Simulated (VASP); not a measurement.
# AlN (Cc) in VASP: further runs

The runs below take AlN through relaxation of the atoms, with LDA.

Everything below comes from runs of VASP 6.6.1. Logs are shortened: lines on timing, memory, paths and dates and some standing lists are left out, and cuts for length are marked.

### Step 1. The cell of the first run

Symmetry: Cc, No. 9, monoclinic system. The conventional cell has a = 3.123 Å, b = 5.350 Å, c = 4.803 Å, α = 90.00°, β = 107.41°, γ = 90.00°. Within 2.3 Å of Al (site symmetry 1) lie 4 N at 1.74 to 2.02 Å. N (site symmetry 1) has 4 Al at 1.74 to 2.02 Å within 2.3 Å.

### Step 2. Relaxation of the atoms, LDA (engineering shear strain xz -0.3000, normal strain along z -0.0400)

Input file INCAR:

```
SYSTEM = AlN
PREC = Accurate
ENCUT = 520
EDIFF = 1E-6
ISMEAR = 0
SIGMA = 0.05
LREAL = .False.
LASPH = .True.
NELM = 60
ALGO = Normal
ISIF = 2
LWAVE = .False.
LCHARG = .False.
GGA = CA
IBRION = 2
NSW = 50
EDIFFG = -0.01
```

Input file KPOINTS:

```
regular mesh
0
Gamma
  9 9 6
  0 0 0
```

Input file POSCAR:

```
AlN
1.0
    3.0886152983      0.0000000000     -0.4632922947
   -1.5443076491      2.6748193108      0.2316461474
   -0.7415376399      0.0000000000      4.7458408954
Al N
2 2
Direct
    0.3333333333      0.6666666667      0.0015210172
    0.6666666667      0.3333333333      0.5015210172
    0.3333333333      0.6666666667      0.3834789828
    0.6666666667      0.3333333333      0.8834789828
```

Potentials or basis: VASP PAW LDA potentials, release 64 (Al, N).

Command:

```
$ cat potpaw_LDA.64/Al/POTCAR potpaw_LDA.64/N/POTCAR > POTCAR
$ mpirun -np 1 vasp_std > vasp.out
```

OUTCAR:

```text
SYSTEM = AlN
   PREC = Accurate
   ENCUT = 520
   EDIFF = 1E-6
   ISMEAR = 0
   LREAL = .False.
   LASPH = .True.
   NELM = 60
   ISIF = 2
   GGA = CA
   IBRION = 2
   NSW = 50
   EDIFFG = -0.01

 ion  position               nearest neighbor table
   1  0.333  0.667  0.002-   4 1.74   3 1.83   4 1.87   4 2.02   2 2.60   2 2.60   2 2.99   2 2.99
                             2 3.35   2 3.35
   2  0.667  0.333  0.502-   3 1.74   4 1.83   3 1.87   3 2.02   1 2.60   1 2.60   1 2.99   1 2.99
                             1 3.35   1 3.35
   3  0.333  0.667  0.383-   2 1.74   1 1.83   2 1.87   2 2.02
   4  0.667  0.333  0.883-   1 1.74   2 1.83   1 1.87   1 2.02

  LATTYP: Found a base centered monoclinic cell.
 ALAT       =     3.1231689373
 B/A-ratio  =     1.7128880086
 C/A-ratio  =     1.5379969123
 COS(beta)  =    -0.2992310615

  Lattice vectors:

 A1 = (   1.5443076491,  -2.6748193108,  -0.2316461474)
 A2 = (   1.5443076492,   2.6748193108,  -0.2316461473)
 A3 = (  -0.7415376399,   0.0000000000,   4.7458408954)

Analysis of symmetry for initial positions (statically):
=====================================================================
 Subroutine PRICEL returns:
 Original cell was already a primitive cell.

 Routine SETGRP: Setting up the symmetry group for a
 base centered monoclinic supercell.

 Subroutine GETGRP returns: Found  2 space group operations
 (whereof  1 operations were pure point group operations)
 out of a pool of  4 trial point group operations.

The static configuration has the point symmetry C_1 .
 The point group associated with its full space group is C_1h.

Analysis of symmetry for dynamics (positions and initial velocities):
=====================================================================
 Subroutine PRICEL returns:
 Original cell was already a primitive cell.

 Routine SETGRP: Setting up the symmetry group for a
 base centered monoclinic supercell.

 Subroutine GETGRP returns: Found  2 space group operations
 (whereof  1 operations were pure point group operations)
 out of a pool of  4 trial point group operations.

The dynamic configuration has the point symmetry C_1 .
 The point group associated with its full space group is C_1h.

 Subroutine INISYM returns: Found  2 space group operations
 (whereof  1 operations are pure point group operations),
 and found     1 'primitive' translations

----------------------------------------------------------------------------------------

                                     Primitive cell

  volume of cell :      38.2888

[... 123 lines left out ...]
 conjugate gradient relaxation of ions
 non-spin polarized calculation
 Gauss-broadening in eV      SIGMA  =   0.05
  energy-cutoff  :      520.00
  volume of cell :       38.29
 maximum number of plane-waves:      1044
   NGX = 11   NGY = 11   NGZ = 17

--------------------------------------- Ionic step        1  -------------------------------------------

 number of electron      16.0000001 magnetization

 Free energy of the ion-electron system (eV)
  ---------------------------------------------------
  ext. energy  EPLUGINS =         0.00000000
  ---------------------------------------------------
  free energy    TOTEN  =       -30.98189975 eV

  energy without entropy =      -30.98189975  energy(sigma->0) =      -30.98189975

------------------------ aborting loop because EDIFF is reached ----------------------------------------

  FORCE on cell =-STRESS in cart. coord.  units (eV):
  Direction    XX          YY          ZZ          XY          YZ          ZX
  --------------------------------------------------------------------------------------
  -------------------------------------------------------------------------------------
  Total        1.7763264      2.2948854      9.1560143      0.0000000      0.0000000     10.4467621
  in kB       74.3296108     96.0284881    383.1294716      0.0000000      0.0000000    437.1402568
  external PRESSURE =     184.4958568 kB  Pullay stress =       0.0000000 kB
[... 95 lines left out ...]
  FREE ENERGIE OF THE ION-ELECTRON SYSTEM (eV)
  ---------------------------------------------------
  free  energy   TOTEN  =       -31.2558422405 eV

  energy  without entropy=      -31.2558422405  energy(sigma->0) =      -31.25584224

[... ionic steps 4 to 8 ...]

--------------------------------------- Ionic step        9  -------------------------------------------

 number of electron      16.0000002 magnetization

------------------------ aborting loop because EDIFF is reached ----------------------------------------
[... 71 lines left out ...]
--------------------------------------- Ionic step       11  -------------------------------------------

 number of electron      16.0000002 magnetization

 Free energy of the ion-electron system (eV)
  ---------------------------------------------------
  ext. energy  EPLUGINS =         0.00000000
  ---------------------------------------------------
  free energy    TOTEN  =       -31.27482976 eV

  energy without entropy =      -31.27482976  energy(sigma->0) =      -31.27482976

 E-fermi :   8.4222     XC(G=0): -11.6857

 val. band max:        8.1441451525   @ k =   0.0000   0.0000   0.0000
 cond. band min:      10.7528716237   @ k =   0.0000   0.0000   0.0000
 fundamental gap:      2.6087264712
 Fermi energy:         8.4222287663

 k-point     1 :       0.0000    0.0000    0.0000
  band No.  band energies     occupation
      1      -8.7052      2.00000
      2      -5.6831      2.00000
      3       0.7426      2.00000
      4       5.5733      2.00000
      5       5.9918      2.00000
      6       6.0096      2.00000
      7       6.6276      2.00000
      8       8.1441      2.00000
      9      10.7529      0.00000
     10      13.1875      0.00000
     11      16.2468      0.00000
     12      17.0684      0.00000
[... 331 lines left out ...]
 k-point    24 :       0.0000    0.4444    0.0000
  band No.  band energies     occupation
      1      -6.5922      2.00000
      2      -5.4584      2.00000
      3       1.4976      2.00000
      4       2.6425      2.00000
      5       3.2979      2.00000
      6       4.4771      2.00000
      7       4.9762      2.00000
      8       6.4443      2.00000
      9      11.7455      0.00000
     10      12.4885      0.00000
     11      14.8879      0.00000
     12      16.2521      0.00000

 [... further k-points ...]
[... 5 lines left out ...]
  --------------------------------------------------------------------------------------
  -------------------------------------------------------------------------------------
  Total       -2.5133760      2.9356570      8.3304118      0.0000000      0.0000000      8.5095569
  in kB     -105.1711368    122.8413022    348.5824885      0.0000000      0.0000000    356.0787407
  external PRESSURE =     122.0842179 kB  Pullay stress =       0.0000000 kB
[... 19 lines left out ...]
  FREE ENERGIE OF THE ION-ELECTRON SYSTEM (eV)
  ---------------------------------------------------
  free  energy   TOTEN  =       -31.2748297589 eV

  energy  without entropy=      -31.2748297589  energy(sigma->0) =      -31.27482976

 reached required accuracy - stopping structural energy minimisation
```

CONTCAR:

```text
AlN
   1.00000000000000
     3.0886152983000001    0.0000000000000000   -0.4632922947000000
    -1.5443076491000001    2.6748193107999998    0.2316461474000000
    -0.7415376399000000    0.0000000000000000    4.7458408953999998
  Al              N
     2     2
Direct
     0.3520472549477973    0.6652839381522719    0.0035564522154566
     0.6867633168955345    0.3347160618477282    0.5035564522154565
     0.3242598351954449    0.6873302423342306    0.3814435477845414
     0.6369295929612232    0.3126697576657694    0.8814435477845415

  0.00000000E+00  0.00000000E+00  0.00000000E+00
  0.00000000E+00  0.00000000E+00  0.00000000E+00
  0.00000000E+00  0.00000000E+00  0.00000000E+00
  0.00000000E+00  0.00000000E+00  0.00000000E+00
```

Run time: 3.8 min. Hardware: 1 thread of Intel Xeon Platinum 8275CL at 3.00GHz (Skylake/Cascade Lake), shared host; peak memory 0.18 GiB.

What came out:

| Item | Value |
| --- | --- |
| Free energy | -31.2748 eV |
| Energy gained by relaxing | 73.2 meV/atom |
| Ionic steps | 11 |
| Pressure after relaxing | 12.2 GPa |
| Largest force after relaxing | 0.009 eV/Å |
| Band gap on the k mesh | 2.61 eV |

Forces in eV/Å, atoms in the order of the input:
```
Al  -0.005 -0.006  0.000
Al  -0.005  0.006  0.000
N    0.005 -0.007  0.000
N    0.005  0.007  0.000
```

The path:
```tsv
step	energy change (eV)	largest force (eV/Å)	pressure (GPa)
1	0.0000	2.6386	18.45
2	0.0081	2.6353	14.22
3	-0.2739	0.5021	13.58
4	-0.2884	0.1994	12.24
5	-0.2885	0.1710	12.32
6	-0.2903	0.0953	12.17
7	-0.2905	0.1396	12.09
8	-0.2919	0.0874	12.12
9	-0.2928	0.0356	12.18
10	-0.2929	0.0103	12.21
11	-0.2929	0.0086	12.21
```

Final structure:
```
Al N
1.0
     3.08862    0.00000   -0.46329
    -1.54431    2.67482    0.23165
    -0.74154    0.00000    4.74584
Al N
2 2
Direct
  0.35205 0.66528 0.00356
  0.68676 0.33472 0.50356
  0.32426 0.68733 0.38144
  0.63693 0.31267 0.88144
```

Caveat: the cell differs from its parent crystal (engineering shear strain xz -0.3000, normal strain along z -0.0400).

### Step 3. Relaxation of the atoms, LDA (engineering shear strain xz -0.2000, normal strain along z -0.0400)

Input file INCAR:

```
SYSTEM = AlN
PREC     = Accurate       ! precision mode
ENCUT    = 520            ! plane-wave cutoff, eV
EDIFF    = 1E-6           ! SCF threshold, eV
ISMEAR   = 0              ! smearing method
SIGMA    = 0.05           ! smearing width, eV
LREAL    = .False.        ! projectors in reciprocal space
LASPH    = .True.         ! aspherical terms in the spheres
NELM     = 60             ! most SCF steps
ALGO     = Normal         ! electronic algorithm
ISIF     = 2              ! what is computed and relaxed
LWAVE    = .False.        ! write WAVECAR
LCHARG   = .False.        ! write CHGCAR
IBRION   = 2              ! ionic algorithm
NSW      = 50             ! ionic steps
EDIFFG   = -0.01          ! ionic threshold
```

Input file KPOINTS:

```
Automatic mesh
0
Gamma
  9 9 6
  0 0 0
```

Input file POSCAR:

```
AlN
1.0
    3.0886152983      0.0000000000     -0.3088615298
   -1.5443076491      2.6748193108      0.1544307649
   -0.4943584266      0.0000000000      4.7458408954
Al N
2 2
Direct
    0.3333333333      0.6666666667      0.0015210172
    0.6666666667      0.3333333333      0.5015210172
    0.3333333333      0.6666666667      0.3834789828
    0.6666666667      0.3333333333      0.8834789828
```

Potentials or basis: VASP PAW LDA potentials, release 64 (Al, N).

Command:

```
$ cat potpaw_LDA.64/Al/POTCAR potpaw_LDA.64/N/POTCAR > POTCAR
$ mpirun -np 1 vasp_std > vasp.out
```

OUTCAR:

```text
SYSTEM = AlN
   PREC = Accurate
   ENCUT = 520
   EDIFF = 1E-6
   ISMEAR = 0
   LREAL = .False.
   LASPH = .True.
   NELM = 60
   ISIF = 2
   IBRION = 2
   NSW = 50
   EDIFFG = -0.01

 ion  position               nearest neighbor table
   1  0.333  0.667  0.002-   4 1.78   3 1.82   4 1.87   4 1.97   2 2.72   2 2.72   2 2.98   2 2.98
                             2 3.22   2 3.22
   2  0.667  0.333  0.502-   3 1.78   4 1.82   3 1.87   3 1.97   1 2.72   1 2.72   1 2.98   1 2.98
                             1 3.22   1 3.22
   3  0.333  0.667  0.383-   2 1.78   1 1.82   2 1.87   2 1.97
   4  0.667  0.333  0.883-   1 1.78   2 1.82   1 1.87   1 1.97

  LATTYP: Found a base centered monoclinic cell.
 ALAT       =     3.1040199589
 B/A-ratio  =     1.7234549688
 C/A-ratio  =     1.5372063724
 COS(beta)  =    -0.2020601377

  Lattice vectors:

 A1 = (   1.5443076491,  -2.6748193108,  -0.1544307649)
 A2 = (   1.5443076492,   2.6748193108,  -0.1544307649)
 A3 = (  -0.4943584266,   0.0000000000,   4.7458408954)

Analysis of symmetry for initial positions (statically):
=====================================================================
 Subroutine PRICEL returns:
 Original cell was already a primitive cell.

[... 367 lines left out ...]

 number of electron      16.0000000 magnetization

 Free energy of the ion-electron system (eV)
  ---------------------------------------------------
  ext. energy  EPLUGINS =         0.00000000
  ---------------------------------------------------
  free energy    TOTEN  =       -32.08070820 eV

  energy without entropy =      -32.08070820  energy(sigma->0) =      -32.08070820

 E-fermi :   7.7811     XC(G=0): -11.5960

 val. band max:        7.5618929007   @ k =   0.0000   0.0000   0.0000
 cond. band min:      11.0482150962   @ k =   0.0000   0.0000   0.0000
 fundamental gap:      3.4863221954
 Fermi energy:         7.7811390924

 k-point     1 :       0.0000    0.0000    0.0000
  band No.  band energies     occupation
      1      -8.8140      2.00000
      2      -6.0110      2.00000
      3       0.5149      2.00000
      4       5.5097      2.00000
      5       5.6775      2.00000
      6       5.9427      2.00000
      7       6.3780      2.00000
      8       7.5619      2.00000
      9      11.0482      0.00000
     10      13.2861      0.00000
     11      16.7921      0.00000
     12      17.2859      0.00000
[... 331 lines left out ...]
 k-point    24 :       0.0000    0.4444    0.0000
  band No.  band energies     occupation
      1      -6.7551      2.00000
      2      -5.6698      2.00000
      3       1.1764      2.00000
      4       2.5291      2.00000
      5       3.0398      2.00000
      6       4.5070      2.00000
      7       4.6152      2.00000
      8       6.2141      2.00000
      9      12.3882      0.00000
     10      12.5700      0.00000
     11      14.1549      0.00000
     12      16.7640      0.00000

 [... further k-points ...]

------------------------ aborting loop because EDIFF is reached ----------------------------------------

  FORCE on cell =-STRESS in cart. coord.  units (eV):
  Direction    XX          YY          ZZ          XY          YZ          ZX
  --------------------------------------------------------------------------------------
  -------------------------------------------------------------------------------------
  Total       -0.2877704      2.1686981      5.7166032      0.0000000      0.0000000      6.1523781
  in kB      -11.8831879     89.5541792    236.0613131      0.0000000      0.0000000    254.0561926
  external PRESSURE =     104.5774348 kB  Pullay stress =       0.0000000 kB
[... 19 lines left out ...]
  FREE ENERGIE OF THE ION-ELECTRON SYSTEM (eV)
  ---------------------------------------------------
  free  energy   TOTEN  =       -32.0807081998 eV

  energy  without entropy=      -32.0807081998  energy(sigma->0) =      -32.08070820

 reached required accuracy - stopping structural energy minimisation
```

CONTCAR:

```text
AlN
   1.00000000000000
     3.0886152983000001    0.0000000000000000   -0.3088615298000000
    -1.5443076491000001    2.6748193107999998    0.1544307649000000
    -0.4943584266000000    0.0000000000000000    4.7458408953999998
  Al              N
     2     2
Direct
     0.3447417818309434    0.6659420945772547    0.9994225754738008
     0.6787996873536974    0.3340579054227450    0.4994225754738006
     0.3262199995854474    0.6759814684555445    0.3855774245261974
     0.6502385312299116    0.3240185315444554    0.8855774245261973

  0.00000000E+00  0.00000000E+00  0.00000000E+00
  0.00000000E+00  0.00000000E+00  0.00000000E+00
  0.00000000E+00  0.00000000E+00  0.00000000E+00
  0.00000000E+00  0.00000000E+00  0.00000000E+00
```

Run time: 3 min. Hardware: 1 thread of Intel Xeon Platinum 8275CL at 3.00GHz (Skylake/Cascade Lake), shared host; peak memory 0.18 GiB.

Results:

```yaml
Free_energy: -32.0807 eV
Energy_gained_by_relaxing: 30.8 meV/atom
Ionic_steps: 11
Pressure_after_relaxing: 10.5 GPa
Largest_force_after_relaxing: 0.009 eV/Å
Band_gap_on_the_k_mesh: 3.49 eV
```

Forces on the atoms (eV/Å):
```
Al  -0.005  0.004 -0.005
Al  -0.005 -0.004 -0.005
N    0.005  0.005  0.005
N    0.005 -0.005  0.005
```

Stress tensor (GPa, compression positive):
```
-1.19  0.00 25.41
 0.00  8.96  0.00
25.41  0.00 23.61
```

Step by step:
```csv
step,energy change (eV),largest force (eV/Å),pressure (GPa)
1,0.0000,1.5627,13.68
2,-0.0394,1.2430,10.29
3,-0.1178,0.2968,10.86
4,-0.1217,0.1343,10.34
5,-0.1221,0.0512,10.46
6,-0.1225,0.0422,10.47
7,-0.1229,0.0404,10.50
8,-0.1230,0.0374,10.44
9,-0.1230,0.0125,10.46
10,-0.1230,0.0130,10.46
11,-0.1230,0.0090,10.46
```

Final structure:
```xyz
4
Lattice="3.0886 0.0000 -0.3089 -1.5443 2.6748 0.1544 -0.4944 0.0000 4.7458" Properties=species:S:1:pos:R:3 pbc="T T T"
Al   -0.4577    1.7813    4.7395
Al    1.3338    0.8935    2.2121
N    -0.2270    1.8081    1.8335
N     1.0702    0.8667    4.0520
```

Caveat: the cell differs from its parent crystal (engineering shear strain xz -0.2000, normal strain along z -0.0400).
